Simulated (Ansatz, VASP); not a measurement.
# One calculation of BiBrO, two programs

File INCAR:

```
ALGO = Normal
EDIFF = 1E-7
ENCUT = 520
ISIF = 2
ISMEAR = 0
LASPH = True
LCHARG = True
LELF = True
LREAL = False
LVHAR = True
LWAVE = False
NBANDS = 37
NELM = 100
PREC = Accurate
SIGMA = 0.05
```

File KPOINTS:

```
k-points
0
Gamma
  8 8 4
```

The input POSCAR:

```
BiBrO
1.0
    3.9473000000      0.0000000000      0.0000000000
    0.0000000000      3.9473000000      0.0000000000
    0.0000000000      0.0000000000      8.0182000000
Bi Br O
2 2 2
Direct
    0.0000000000      0.5000000000      0.1575579020
    0.5000000000      0.0000000000      0.8424420980
    0.0000000000      0.5000000000      0.6517216503
    0.5000000000      0.0000000000      0.3482783497
    0.0000000000      0.0000000000      0.0000000000
    0.5000000000      0.5000000000      0.0000000000
```

Input for Ansatz:

```yaml
crystal:
  lattice:
    - [3.9473, 0.0, 0.0]
    - [0.0, 3.9473, 0.0]
    - [0.0, 0.0, 8.0182]
  atoms:
    - { symbol: Bi, position: [0.0, 0.5, 0.157557902] }
    - { symbol: Bi, position: [0.5, 0.0, 0.842442098] }
    - { symbol: Br, position: [0.0, 0.5, 0.6517216503] }
    - { symbol: Br, position: [0.5, 0.0, 0.3482783497] }
    - { symbol: O, position: [0.0, 0.0, 0.0] }
    - { symbol: O, position: [0.5, 0.5, 0.0] }
basis:
  ecutwfc: 520.0
kpoints:
  mp_grid: { grid: [8, 8, 4] }
hamiltonian:
  xc: lda
  pseudopotentials: { kind: paw }
scf:
  occupations: { method: gaussian, width: 0.05 }
output:
  forces: true
  stress: true
  eigenvalues: true
```

Alike in both runs: task single point; functional LDA; k mesh 8 × 8 × 4; occupations gaussian, width 0.05 eV; no spin polarisation.

|  | VASP | Ansatz |
| --- | --- | --- |
| version | VASP 6.6.1 | Ansatz 0.2.0 |
| potentials or method | VASP PAW LDA potentials, release 64 (Bi_d, Br, O), cutoff 520 eV | scalar-relativistic, plane waves, PAW |
| valence electrons in the cell | 56 | 56 |

|  | VASP | Ansatz | Ansatz less VASP |
| --- | --- | --- | --- |
| gap on the k mesh at the Fermi level (eV) | 2.02 | 2.03 | +0.014 |
| least direct gap on the mesh (eV) | 2.18 | 2.19 | +0.005 |
| pressure (GPa) | -4.1 | -4.4 | -0.25 |
| traceless stress, the component that is largest in VASP (GPa) | 0.64 | 0.68 | +0.042 |
| rms of the force components (eV/Å) | 0.167 | 0.191 | +0.0237 |

LDA's correlation is that of Perdew and Zunger in VASP and of Perdew and Wang (1992) in Ansatz. Atom by atom the forces differ by 0.024 eV/Å (rms over components).

Neither program's run includes spin-orbit coupling.
